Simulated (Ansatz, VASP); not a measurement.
**RbSi6: VASP beside Ansatz**

```
CELL_PARAMETERS angstrom
-3.40185 3.40185 3.40185
3.40185 -3.40185 3.40185
3.40185 3.40185 -3.40185
ATOMIC_POSITIONS crystal
Rb 0.00000 0.00000 0.00000
Si 0.75000 0.25000 0.50000
Si 0.25000 0.75000 0.50000
Si 0.50000 0.25000 0.75000
Si 0.75000 0.50000 0.25000
Si 0.50000 0.75000 0.25000
Si 0.25000 0.50000 0.75000
```

Alike in both runs: functional PBE; k mesh 8 × 8 × 8; occupations gaussian, width 0.1 eV; no spin polarisation.

Ansatz relaxed the structure, and its values are those at the end. VASP's run is a single point on that final structure, the one shown.

```csv
,VASP,Ansatz
version,VASP 6.6.1,Ansatz 0.2.0
potentials or method,"VASP PAW PBE potentials, release 64 (Rb_sv, Si), cutoff 520 eV","scalar-relativistic, plane waves, PAW"
valence electrons in the cell,33,33
```

|  | VASP | Ansatz | Ansatz less VASP |
| --- | --- | --- | --- |
| gap on the k mesh at the Fermi level (eV) | none | none | - |
| pressure (GPa) | 0.0 | 0.0 | +0.04 |

A gap of «none» marks a metal or a gap that the smearing closes.
